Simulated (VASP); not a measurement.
# Zr2B3 (P-6m2) in VASP: a series of runs

The runs below take Zr2B3 through single point, relaxation of cell and atoms, with PBE.

Program: VASP 6.6.1. These are calculated values, not measurements. Logs are shortened: lines on timing, memory, paths and dates and some standing lists are left out, and cuts for length are marked.

## (1) The cell of the first run

It takes space group P-6m2 (No. 187, hexagonal). Conventional cell: a = 3.902 Å, b = 3.902 Å, c = 4.978 Å, α = 90.00°, β = 90.00°, γ = 120.00°. Within 3.2 Å of Zr (site symmetry -6m2) lie 8 B at 2.42 to 2.49 Å. Within 3.0 Å of Zr (site symmetry -6m2) lie 9 B at 2.25 to 2.77 Å. Within 2.3 Å of B (site symmetry 3m) lie 1 B at 1.74 Å. Within 3.0 Å of B (site symmetry -6m2) lie 5 Zr at 2.25 to 2.49 Å and 6 B at 2.77 Å.

## (2) Single point, PBE

INCAR reads:

```
PREC = Accurate
ENCUT = 520
EDIFF = 1E-6
ISMEAR = 0
SIGMA = 0.1
LREAL = F
LASPH = T
NELM = 80
ALGO = Normal
ISIF = 2
LWAVE = F
LCHARG = T
GGA = PE
LELF = T
LVHAR = T
NBANDS = 24
```

KPOINTS reads:

```
Automatic mesh
0
Gamma
  12 12 8
```

POSCAR reads:

```
Zr2B3
1.0
    3.9021698547      0.0000000000      0.0000000000
   -1.9510849273      3.3793782240      0.0000000000
    0.0000000000      0.0000000000      4.9784216033
Zr B
2 3
Direct
    0.6666666667      0.3333333333      0.5000000000
    0.3333333333      0.6666666667      0.0000000000
    0.0000000000      0.0000000000      0.6749894975
    0.0000000000      0.0000000000      0.3250105025
    0.6666666667      0.3333333333      0.0000000000
```

Potentials or basis: VASP PAW PBE potentials, release 64 (Zr_sv, B).

The run is started by

```
cat potpaw_PBE.64/Zr_sv/POTCAR potpaw_PBE.64/B/POTCAR > POTCAR
mpirun -np 1 vasp_std > vasp.out
```

OUTCAR:

```text
PREC = Accurate
   ENCUT = 520
   EDIFF = 1E-6
   ISMEAR = 0
   LREAL = F
   LASPH = T
   NELM = 80
   ISIF = 2
   GGA = PE

 ion  position               nearest neighbor table
   1  0.667  0.333  0.500-   3 2.42   4 2.42   3 2.42   4 2.42   3 2.42   4 2.42   5 2.49   5 2.49
                             2 3.36   2 3.36   2 3.36   2 3.36   2 3.36   2 3.36
   2  0.333  0.667  0.000-   5 2.25   5 2.25   5 2.25   3 2.77   4 2.77   4 2.77   3 2.77   4 2.77
                             3 2.77   1 3.36   1 3.36   1 3.36   1 3.36   1 3.36   1 3.36
   3  0.000  0.000  0.675-   4 1.74   1 2.42   1 2.42   1 2.42   2 2.77   2 2.77   2 2.77
   4  0.000  0.000  0.325-   3 1.74   1 2.42   1 2.42   1 2.42   2 2.77   2 2.77   2 2.77
   5  0.667  0.333  0.000-   2 2.25   2 2.25   2 2.25   1 2.49   1 2.49

  LATTYP: Found a hexagonal cell.
 ALAT       =     3.9021698547
 C/A-ratio  =     1.2758085344

  Lattice vectors:

 A1 = (   3.9021698547,   0.0000000000,   0.0000000000)
 A2 = (  -1.9510849273,   3.3793782240,   0.0000000000)
 A3 = (   0.0000000000,   0.0000000000,   4.9784216033)

Analysis of symmetry for initial positions (statically):
=====================================================================
 Subroutine PRICEL returns:
 Original cell was already a primitive cell.

 Routine SETGRP: Setting up the symmetry group for a
 hexagonal supercell.

 Subroutine GETGRP returns: Found 12 space group operations
 (whereof 12 operations were pure point group operations)
 out of a pool of 24 trial point group operations.

The static configuration has the point symmetry D_3h.

Analysis of symmetry for dynamics (positions and initial velocities):
=====================================================================
 Subroutine PRICEL returns:
 Original cell was already a primitive cell.

 Routine SETGRP: Setting up the symmetry group for a
 hexagonal supercell.

 Subroutine GETGRP returns: Found 12 space group operations
 (whereof 12 operations were pure point group operations)
 out of a pool of 24 trial point group operations.

The dynamic configuration has the point symmetry D_3h.

 Subroutine INISYM returns: Found 12 space group operations
 (whereof 12 operations are pure point group operations),
 and found     1 'primitive' translations

----------------------------------------------------------------------------------------

                                     Primitive cell

  volume of cell :      65.6500

  direct lattice vectors                    reciprocal lattice vectors
     3.902169855  0.000000000  0.000000000     0.256267676  0.147956212  0.000000000
    -1.951084927  3.379378224  0.000000000     0.000000000  0.295912423  0.000000000
     0.000000000  0.000000000  4.978421603     0.000000000  0.000000000  0.200866877

  length of vectors
     3.902169855  3.902169855  4.978421603     0.295912423  0.295912423  0.200866877

  position of ions in fractional coordinates (direct lattice)
     0.666666667  0.333333333  0.500000000
     0.333333333  0.666666667  0.000000000
     0.000000000  0.000000000  0.674989498
     0.000000000  0.000000000  0.325010502
     0.666666667  0.333333333  0.000000000

  ion indices of the primitive-cell ions
   primitive index   ion index
                 1           1
                 2           2
                 3           3
                 4           4
                 5           5

----------------------------------------------------------------------------------------

 KPOINTS: Automatic mesh

Automatic generation of k-mesh.
 Grid dimensions read from file:
 generate k-points for:   12   12    8

 Generating k-lattice:

  Cartesian coordinates                     Fractional coordinates (reciprocal lattice)
     0.021355640  0.012329684  0.000000000     0.083333333  0.000000000  0.000000000
     0.000000000  0.024659369  0.000000000     0.000000000  0.083333333  0.000000000
     0.000000000  0.000000000  0.025108360     0.000000000  0.000000000  0.125000000

  Length of vectors
     0.024659369  0.024659369  0.025108360

  Shift w.r.t. Gamma in fractional coordinates (k-lattice)
     0.000000000  0.000000000  0.000000000

 Subroutine IBZKPT returns following result:
 ===========================================

 Found     95 irreducible k-points:

 Following reciprocal coordinates:
            Coordinates               Weight
  0.000000  0.000000  0.000000      1.000000
  0.083333  0.000000  0.000000      6.000000
  0.166667 -0.000000  0.000000      6.000000
  0.250000 -0.000000  0.000000      6.000000
  0.333333  0.000000  0.000000      6.000000
  0.416667  0.000000  0.000000      6.000000
[... 16 lines left out ...]
  0.250000 -0.000000  0.125000     12.000000
  0.333333  0.000000  0.125000     12.000000
 [... further k-points ...]
   k-points           NKPTS =     95   k-points in BZ     NKDIM =     95   number of bands    NBANDS=     24
   number of dos      NEDOS =    301   number of ions     NIONS =      5
   total plane-waves  NPLWV =  36000
   dimension x,y,z NGX =    30 NGY =   30 NGZ =   40
   dimension x,y,z NGXF=    60 NGYF=   60 NGZF=   80
   ions per type =               2   3
   NGX,Y,Z   is equivalent  to a cutoff of  12.78, 12.78, 13.36 a.u.
   NGXF,Y,Z  is equivalent  to a cutoff of  25.56, 25.56, 26.71 a.u.
 SYSTEM =  unknown system
   PREC   = accura    normal or accurate (medium, high low for compatibility)
   ISTART =      0    job   : 0-new  1-cont  2-samecut
   ICHARG =      2    charge: 1-file 2-atom 10-const
   ISPIN  =      1    spin polarized calculation?
   LNONCOLLINEAR =      F non collinear calculations
   LSORBIT =      F    spin-orbit coupling
   LASPH  =      T    aspherical Exc in radial PAW
   ENCUT  =  520.0 eV  38.22 Ry    6.18 a.u.   7.26  7.26  9.26*2*pi/ulx,y,z
   NELM   =     80;   NELMIN=  2; NELMDL= -5     # of ELM steps
   EDIFF  = 0.1E-05   stopping-criterion for ELM
   LREAL  =      F    real-space projection
   EDIFFG = 0.1E-04   stopping-criterion for IOM
   NSW    =      0    number of steps for IOM
   IBRION =     -1    ionic relax: 0-MD 1-quasi-New 2-CG
   NFREE  =      0    steps in history (QN), initial steepest desc. (CG)
   ISIF   =      2    stress and relaxation
   ISYM   =      2    0-nonsym 1-usesym 2-fastsym
   POTIM  = 0.5000    time-step for ionic-motion
   TEBEG  =    0.0;   TEEND  =   0.0 temperature during run
   PSTRESS=    0.0 pullay stress
   NELECT =      33.0000    total number of electrons
   NUPDOWN=      -1.0000    fix difference up-down
   EMIN   =  10.00;   EMAX   =-10.00  energy-range for DOS
   EFERMI =   0.00;   METHOD = LEGACY
   ISMEAR =     0;   SIGMA  =   0.10  broadening in eV -4-tet -1-fermi 0-gaus
   EFERMI_NEDOS =   21; number of points for ismear=-14 and -15
   IALGO  =     38    algorithm
   IMIX   =      4    mixing-type and parameters
     AMIX     =   0.40;   BMIX     =  1.00
     AMIX_MAG =   1.60;   BMIX_MAG =  1.00
  volume/ion in A,a.u.               =      13.13        88.61
  Fermi-wavevector in a.u.,A,eV,Ry     =   1.301671  2.459802 23.052999  1.694348
  Thomas-Fermi vector in A             =   2.432789
   LORBIT       =      0    0 simple, 1 ext, 2 COOP (PROOUT), +10 PAW based schemes
   GGA     = PE    functional components
   LHFCALC =     F    Hartree Fock is set to
   AEXX    =    0.0000 exact exchange contribution
   IVDW    =     0    specifies the selected vdW correction
   LEPSILON=     F    determine dielectric tensor
   LRPA    =     F    only Hartree local field effects (RPA)
 non-spin polarized calculation
 Gauss-broadening in eV      SIGMA  =   0.10
  energy-cutoff  :      520.00
  volume of cell :       65.65
 maximum number of plane-waves:      1795
 NGX is ok and might be reduce to    30
   NGX = 15   NGY = 15   NGZ = 19

 number of electron      33.0000000 magnetization

 Free energy of the ion-electron system (eV)
  ---------------------------------------------------
  ext. energy  EPLUGINS =         0.00000000
  ---------------------------------------------------
  free energy    TOTEN  =       -37.02488760 eV

  energy without entropy =      -37.01463672  energy(sigma->0) =      -37.01976216

 E-fermi :   8.2852     XC(G=0): -11.5416

 val. band max:        8.2826297563   @ k =   0.2500   0.0833   0.2500
 cond. band min:       8.3091489812   @ k =   0.4167   0.0833   0.0000
 fundamental gap:      0.0265192249
 Fermi energy:         8.2852252639

 k-point     1 :       0.0000    0.0000    0.0000
  band No.  band energies     occupation
      1     -40.1663      2.00000
      2     -39.8415      2.00000
      3     -18.3908      2.00000
      4     -18.2998      2.00000
      5     -18.2998      2.00000
      6     -17.9429      2.00000
[... 16 lines left out ...]
     23      12.5811      0.00000
     24      15.7740      0.00000

 k-point     2 :       0.0833    0.0000    0.0000
  band No.  band energies     occupation
      1     -40.1654      2.00000
      2     -39.8412      2.00000
      3     -18.3818      2.00000
      4     -18.3110      2.00000
      5     -18.3046      2.00000
      6     -17.9548      2.00000
[... 16 lines left out ...]
     23      12.6679      0.00000
     24      15.1374      0.00000

 k-point     3 :       0.1667   -0.0000    0.0000
  band No.  band energies     occupation
      1     -40.1628      2.00000
      2     -39.8405      2.00000
      3     -18.3557      2.00000
      4     -18.3416      2.00000
      5     -18.3176      2.00000
      6     -17.9869      2.00000
[... 16 lines left out ...]
     23      12.8590      0.00000
     24      14.1264      0.00000
[... 514 lines left out ...]
 k-point    23 :       0.2500   -0.0000    0.1250
  band No.  band energies     occupation
      1     -40.1587      2.00000
      2     -39.8400      2.00000
      3     -18.4016      2.00000
      4     -18.3310      2.00000
      5     -18.2935      2.00000
      6     -18.0331      2.00000
[... 16 lines left out ...]
     23      13.1504      0.00000
     24      13.2420      0.00000

 k-point    24 :       0.3333    0.0000    0.1250
  band No.  band energies     occupation
      1     -40.1553      2.00000
      2     -39.8388      2.00000
      3     -18.4411      2.00000
      4     -18.3474      2.00000
      5     -18.2649      2.00000
      6     -18.0682      2.00000
[... 16 lines left out ...]
     23      12.9085      0.00000
     24      13.1374      0.00000

 [... further k-points ...]
[... 5 lines left out ...]
  --------------------------------------------------------------------------------------
  -------------------------------------------------------------------------------------
  Total        0.0476332      0.0476332      0.0435921      0.0000000      0.0000000      0.0000000
  in kB        1.1624808      1.1624808      1.0638574      0.0000000      0.0000000      0.0000000
  external PRESSURE =       1.1296063 kB  Pullay stress =       0.0000000 kB

 VOLUME and BASIS-vectors are now :
 -----------------------------------------------------------------------------
  energy-cutoff  :      520.00
  volume of cell :       65.65
      direct lattice vectors                 reciprocal lattice vectors
     3.902169855  0.000000000  0.000000000     0.256267676  0.147956212  0.000000000
    -1.951084927  3.379378224  0.000000000     0.000000000  0.295912423  0.000000000
     0.000000000  0.000000000  4.978421603     0.000000000  0.000000000  0.200866877

 POSITION                                       TOTAL-FORCE (eV/Angst)
 -----------------------------------------------------------------------------------
      1.95108      1.12646      2.48921        -0.000000      0.000000      0.000000
     -0.00000      2.25292      0.00000         0.000000     -0.000000      0.000000
      0.00000      0.00000      3.36038         0.000000     -0.000000      0.010313
      0.00000      0.00000      1.61804         0.000000     -0.000000     -0.010313
      1.95108      1.12646      0.00000         0.000000     -0.000000      0.000000
 -----------------------------------------------------------------------------------
    total drift:                               -0.000000      0.000000      0.000000

  FREE ENERGIE OF THE ION-ELECTRON SYSTEM (eV)
  ---------------------------------------------------
  free  energy   TOTEN  =       -37.0248876030 eV

  energy  without entropy=      -37.0146367224  energy(sigma->0) =      -37.01976216
```

Run time: 2.2 min. Hardware: 1 thread of AMD EPYC 7R43 (Zen 3), shared host; peak memory 0.23 GiB.

Results:

```
Free energy   : -37.0249 eV
Pressure      : 0.1 GPa
Largest force : 0.010 eV/Å
```

Forces in eV/Å, atoms in the order of the input:
```
Zr   0.000  0.000  0.000
Zr   0.000  0.000  0.000
B    0.000  0.000  0.010
B    0.000  0.000 -0.010
B    0.000  0.000  0.000
```

[end of part 1 of 2]
